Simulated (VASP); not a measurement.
CdTe, 2 atoms in the cell. Symmetry: F-43m, No. 216, cubic system. Conventional cell: a = 6.560 Å, b = 6.560 Å, c = 6.560 Å, α = 90.00°, β = 90.00°, γ = 90.00°. Cd (site symmetry -43m) has 4 Te at 2.84 Å within 3.7 Å. Within 3.7 Å of Te (site symmetry -43m) lie 4 Cd at 2.84 Å. 

| Property | Result |
| --- | --- |
| Program | VASP 6.6.1 |
| Task | relaxation of cell and atoms |
| Functional | HSE06 |
| Potentials or basis | VASP PAW PBE potentials, release 64 (Cd, Te) |
| Cutoff | 600 eV |
| k mesh | 4 × 4 × 4 |
| Occupations | fermi-dirac, width 0.02 eV |
| Spin | no spin polarisation |
| Dipole correction | no |
| Grid for exact exchange (PRECFOCK) | Normal |
| Further INCAR settings | ALGO = Normal; EDIFF = 1e-06; IBRION = 2; EDIFFG = -0.005; NSW = 80; ISIF = 3 |
| Share of exact exchange | 0.25 |
| Screening parameter | 0.2079 1/Å |

Potentials or basis: VASP PAW PBE potentials, release 64 (Cd, Te).

Launch:

```console
$ cat potpaw_PBE.64/Cd/POTCAR potpaw_PBE.64/Te/POTCAR > POTCAR
$ cp INCAR.step1 INCAR
$ mpirun -np 1 vasp_std > vasp.out
$ cp INCAR.step2 INCAR
$ mpirun -np 1 vasp_std > vasp.out
```

Hardware: 1 thread of Intel Xeon 8259CL, on a shared host.

Estimate the wall time of this run.

Wall time 38 min on 1 thread of Intel Xeon 8259CL (shared host), peak memory 0.37 GiB. Counts: k points 8, ion steps 2.
